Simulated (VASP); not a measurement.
# AlN (F-43m) in VASP: a series of runs, part 2 of 2

VASP 6.6.1.

**4. Single point, PBE, collinear spin, zero start**

Input file INCAR:

```
PREC     = Accurate       # precision mode
ENCUT    = 600            # plane-wave cutoff, eV
EDIFF    = 1E-6           # SCF threshold, eV
ISMEAR   = 1              # smearing method
SIGMA    = 0.01           # smearing width, eV
LREAL    = F              # projectors in reciprocal space
LASPH    = T              # aspherical terms in the spheres
NELM     = 200            # most SCF steps
ALGO     = Normal         # electronic algorithm
ISIF     = 2              # what is computed and relaxed
LWAVE    = F              # write WAVECAR
LCHARG   = F              # write CHGCAR
ISPIN    = 2              # spin polarisation
MAGMOM   = 0 0 0 0 0 0 0 0 0 0 0 0 0 0 0 0 # initial moments
LORBIT   = 11             # projections on sites
GGA      = PE             # functional
NBANDS   = 50             # bands
GGA_COMPAT= F
```

Input file KPOINTS:

```
regular mesh
0
Gamma
  2 2 2
```

Input file POSCAR:

```
AlN
1.0
    0.0000000000      4.4031742015     -4.4031742015
    4.4031742015      4.4031742015      0.0000000000
    4.4031742015      0.0000000000     -4.4031742015
Al N
8 8
Direct
    0.0000000000      0.0000000000      0.5000000000
    0.0000000000      0.5000000000      0.5000000000
    0.5000000000      0.0000000000      0.5000000000
    0.5000000000      0.5000000000      0.5000000000
    0.0000000000      0.0000000000      1.0000000000
    0.0000000000      0.5000000000      1.0000000000
    0.5000000000      0.0000000000      1.0000000000
    0.5000000000      0.5000000000      1.0000000000
    0.1250000000      0.1250000000      0.1250000000
    0.1250000000      0.6250000000      0.1250000000
    0.6250000000      0.1250000000      0.1250000000
    0.6250000000      0.6250000000      0.1250000000
    0.1250000000      0.1250000000      0.6250000000
    0.1250000000      0.6250000000      0.6250000000
    0.6250000000      0.1250000000      0.6250000000
    0.6250000000      0.6250000000      0.6250000000
```

The run is started by

```bash
cat potpaw_PBE.64/Al/POTCAR potpaw_PBE.64/N/POTCAR > POTCAR
mpirun -np 1 vasp_std > vasp.out
```

Run time: 2.8 min. Hardware: 1 thread of Intel Xeon 8259CL, shared host; peak memory 0.44 GiB.

It converged, with:

```yaml
Free_energy: -118.4965 eV
Pressure: -0.4 GPa
Band_gap_on_the_k_mesh: 3.28 eV
Net_moment: 0.01 μB per cell
Valence_electrons_inside_the_program's_atomic_spheres: Al 0.80; N 3.83
```

Levels at points of the mesh, in eV from the valence-band top:
Spin up:
```
           k point  band 29  band 30  band 31  band 32  band 33  band 34  band 35  band 36
(0.00, 0.00, 0.00)    -0.48     0.00     0.00     0.00     3.28     3.28     3.28     3.97
(0.50, 0.00, 0.00)    -0.26    -0.26    -0.26    -0.26     5.80     5.80     5.80     5.80
(0.50, 0.50, 0.00)    -0.52    -0.52    -0.52    -0.52     5.83     5.83     5.97     5.97
```
Spin down:
| k point | band 28 | band 29 | band 30 | band 31 | band 32 | band 33 | band 34 | band 35 | band 36 | band 37 |
| --- | --- | --- | --- | --- | --- | --- | --- | --- | --- | --- |
| (0.00, 0.00, 0.00) | -0.48 | -0.48 | 0.00 | 0.00 | 0.00 | 3.28 | 3.28 | 3.28 | 3.97 | 7.14 |
| (0.50, 0.00, 0.00) | -1.18 | -0.26 | -0.26 | -0.26 | -0.26 | 5.80 | 5.80 | 5.80 | 5.80 | 5.80 |
| (0.50, 0.50, 0.00) | -0.97 | -0.52 | -0.52 | -0.52 | -0.52 | 5.83 | 5.83 | 5.97 | 5.97 | 7.70 |

Caveat: the k points lie up to 0.62 Å⁻¹ apart. Expect the measured gap to be larger: semilocal functionals such as PBE lack the derivative discontinuity.

**5. Single point, PBE**

This run uses another cell than the first one: it holds 2 atoms, not 16.

Input file INCAR:

```
SYSTEM = AlN
  PREC = Accurate
  ENCUT = 600
  EDIFF = 1E-6
  ISMEAR = 0
  SIGMA = 0.01
  LREAL = .False.
  LASPH = .True.
  NELM = 120
  ALGO = Normal
  ISIF = 2
  LWAVE = .False.
  LCHARG = .False.
  GGA = PE
  NBANDS = 11
  GGA_COMPAT = .False.
```

Input file KPOINTS:

```
Automatic mesh
0
Gamma
  10 10 10
  0 0 0
```

Input file POSCAR:

```
AlN
1.0
    0.0000000000      2.1702996758      2.1702996758
    2.1702996758      0.0000000000      2.1702996758
    2.1702996758      2.1702996758      0.0000000000
Al N
1 1
Direct
    0.0000000000      0.0000000000      0.0000000000
    0.7500000000      0.7500000000      0.7500000000
```

Potentials or basis: VASP PAW PBE potentials, release 64 (Al, N).

The run is started by

```bash
cat potpaw_PBE.64/Al/POTCAR potpaw_PBE.64/N/POTCAR > POTCAR
mpirun -np 1 vasp_std > vasp.out
```

OUTCAR:

```text
SYSTEM = AlN
   PREC = Accurate
   ENCUT = 600
   EDIFF = 1E-6
   ISMEAR = 0
   LREAL = .False.
   LASPH = .True.
   NELM = 120
   ISIF = 2
   GGA = PE

 ion  position               nearest neighbor table
   1  0.000  0.000  0.000-   2 1.88   2 1.88   2 1.88   2 1.88
   2  0.750  0.750  0.750-   1 1.88   1 1.88   1 1.88   1 1.88

  LATTYP: Found a face centered cubic cell.
 ALAT       =     4.3405993516

  Lattice vectors:

 A1 = (   0.0000000000,   2.1702996758,   2.1702996758)
 A2 = (   2.1702996758,   0.0000000000,   2.1702996758)
 A3 = (   2.1702996758,   2.1702996758,   0.0000000000)

Analysis of symmetry for initial positions (statically):
=====================================================================
 Subroutine PRICEL returns:
 Original cell was already a primitive cell.

 Routine SETGRP: Setting up the symmetry group for a
 face centered cubic supercell.

 Subroutine GETGRP returns: Found 24 space group operations
 (whereof 24 operations were pure point group operations)
 out of a pool of 48 trial point group operations.

The static configuration has the point symmetry T_d .

Analysis of symmetry for dynamics (positions and initial velocities):
=====================================================================
 Subroutine PRICEL returns:
 Original cell was already a primitive cell.

 Routine SETGRP: Setting up the symmetry group for a
 face centered cubic supercell.

 Subroutine GETGRP returns: Found 24 space group operations
 (whereof 24 operations were pure point group operations)
 out of a pool of 48 trial point group operations.

The dynamic configuration has the point symmetry T_d .

 Subroutine INISYM returns: Found 24 space group operations
 (whereof 24 operations are pure point group operations),
 and found     1 'primitive' translations

----------------------------------------------------------------------------------------

                                     Primitive cell

  volume of cell :      20.4451

[... 112 lines left out ...]
   LORBIT       =      0    0 simple, 1 ext, 2 COOP (PROOUT), +10 PAW based schemes
   GGA     = PE    functional components
   LHFCALC =     F    Hartree Fock is set to
   AEXX    =    0.0000 exact exchange contribution
   IVDW    =     0    specifies the selected vdW correction
   LEPSILON=     F    determine dielectric tensor
   LRPA    =     F    only Hartree local field effects (RPA)
 non-spin polarized calculation
 Gauss-broadening in eV      SIGMA  =   0.01
  energy-cutoff  :      600.00
  volume of cell :       20.45
 maximum number of plane-waves:       701
 NGX is ok and might be reduce to    28

 number of electron       8.0000000 magnetization

 Free energy of the ion-electron system (eV)
  ---------------------------------------------------
  ext. energy  EPLUGINS =         0.00000000
  ---------------------------------------------------
  free energy    TOTEN  =       -14.82560679 eV

  energy without entropy =      -14.82560679  energy(sigma->0) =      -14.82560679

 E-fermi :   6.2268     XC(G=0): -11.0165

 val. band max:        6.1492507027   @ k =   0.0000   0.0000   0.0000
 cond. band min:       9.4767127349   @ k =   0.5000   0.5000   0.0000
 fundamental gap:      3.3274620322
 Fermi energy:         6.2267604613

 k-point     1 :       0.0000    0.0000    0.0000
  band No.  band energies     occupation
      1      -8.9424      2.00000
      2       6.1493      2.00000
      3       6.1493      2.00000
      4       6.1493      2.00000
      5      10.5136      0.00000
      6      18.8979      0.00000
      7      18.8979      0.00000
      8      18.8979      0.00000
      9      23.9900      0.00000
     10      23.9900      0.00000
     11      25.4292      0.00000
[... 309 lines left out ...]
 k-point    24 :       0.4000    0.3000    0.0000
  band No.  band energies     occupation
      1      -6.8838      2.00000
      2       1.9621      2.00000
      3       4.4281      2.00000
      4       4.7311      2.00000
      5      11.1074      0.00000
      6      15.8112      0.00000
      7      18.6318      0.00000
      8      20.9472      0.00000
      9      21.4723      0.00000
     10      27.6815      0.00000
     11      30.0403      0.00000

 [... further k-points ...]
[... 5 lines left out ...]
  --------------------------------------------------------------------------------------
  -------------------------------------------------------------------------------------
  Total        1.0980048      1.0980048      1.0980048      0.0000000      0.0000000      0.0000000
  in kB       86.0450117     86.0450117     86.0450117      0.0000000      0.0000000      0.0000000
  external PRESSURE =      86.0450117 kB  Pullay stress =       0.0000000 kB

 VOLUME and BASIS-vectors are now :
 -----------------------------------------------------------------------------
  energy-cutoff  :      600.00
  volume of cell :       20.45
      direct lattice vectors                 reciprocal lattice vectors
     0.000000000  2.170299676  2.170299676    -0.230382931  0.230382931  0.230382931
     2.170299676  0.000000000  2.170299676     0.230382931 -0.230382931  0.230382931
     2.170299676  2.170299676  0.000000000     0.230382931  0.230382931 -0.230382931

 POSITION                                       TOTAL-FORCE (eV/Angst)
 -----------------------------------------------------------------------------------
      0.00000      0.00000      0.00000         0.000000      0.000000      0.000000
      3.25545      3.25545      3.25545        -0.000000     -0.000000     -0.000000
 -----------------------------------------------------------------------------------
    total drift:                               -0.000000     -0.000000     -0.000000

  FREE ENERGIE OF THE ION-ELECTRON SYSTEM (eV)
  ---------------------------------------------------
  free  energy   TOTEN  =       -14.8256067900 eV

  energy  without entropy=      -14.8256067900  energy(sigma->0) =      -14.82560679
```

OSZICAR:

```text
N       E                     dE             d eps       ncg     rms          rms(c)
DAV:   1     0.144057923412E+02    0.14406E+02   -0.41606E+03  1050   0.689E+02
DAV:   2    -0.161527611375E+02   -0.30559E+02   -0.29265E+02  1208   0.155E+02
DAV:   3    -0.172371261678E+02   -0.10844E+01   -0.10826E+01  1282   0.279E+01
DAV:   4    -0.172432764497E+02   -0.61503E-02   -0.61497E-02  1184   0.220E+00
DAV:   5    -0.172433533442E+02   -0.76894E-04   -0.76894E-04  1262   0.238E-01    0.871E+00
DAV:   6    -0.148371133511E+02    0.24062E+01   -0.11811E+01  1272   0.182E+01    0.283E+00
DAV:   7    -0.148320403691E+02    0.50730E-02   -0.18436E-01  1178   0.327E+00    0.207E+00
DAV:   8    -0.148269990482E+02    0.50413E-02   -0.28189E-02  1148   0.169E+00    0.583E-01
DAV:   9    -0.148255613233E+02    0.14377E-02   -0.39401E-03  1250   0.401E-01    0.233E-01
DAV:  10    -0.148255948924E+02   -0.33569E-04   -0.46229E-04  1142   0.142E-01    0.232E-02
DAV:  11    -0.148256067657E+02   -0.11873E-04   -0.17070E-05  1208   0.300E-02    0.148E-02
DAV:  12    -0.148256067900E+02   -0.24340E-07   -0.32386E-07   769   0.466E-03
   1 F= -.14825607E+02 E0= -.14825607E+02  d E =-.137077E-30
```

stdout:

```text
POSCAR found type information on POSCAR AlN
 POSCAR found :  2 types and       2 ions
 scaLAPACK will be used
 LDA part: xc-table for (Slater+PW92), standard interpolation
 POSCAR, INCAR and KPOINTS ok, starting setup
 FFT: planning ... GRIDC
 FFT: planning ... GRID_SOFT
 FFT: planning ... GRID
 WAVECAR not read
 entering main loop
```

Wall time 8.6 s (1 thread of Intel Xeon Platinum 8488C (Sapphire Rapids), shared host); peak memory 0.15 GiB.

Results:

| Item | Value |
| --- | --- |
| Free energy | -14.8256 eV |
| Pressure | 8.6 GPa |
| Band gap on the k mesh | 3.33 eV, indirect (least direct gap 4.36 eV) |

A k mesh can miss the band edges.

**6. Summary**

```csv
spin,cell,k mesh,cutoff (eV),smearing,gap on the mesh (eV),pressure (GPa)
off,"a = 6.227 Å, angles 60.0°, 16 atoms",1 × 1 × 1,520,gaussian 0.01 eV,2.87,4.1
off,"a = 3.114 Å, angles 60.0°, 2 atoms",10 × 10 × 10,520,gaussian 0.01 eV,3.30,-0.3
"collinear, zero start","a = 6.227 Å, angles 60.0°, 16 atoms",2 × 2 × 2,600,methfessel-paxton 0.01 eV,3.28,-0.4
off,"a = 3.069 Å, angles 60.0°, 2 atoms",10 × 10 × 10,600,gaussian 0.01 eV,3.33,8.6
```

Alike in all rows: task single point; level PBE; potentials or basis VASP PAW PBE potentials, release 64 (Al, N).

Caveats: some runs use coarse meshes.

Absolute energies hang on the potentials; compare differences alone.
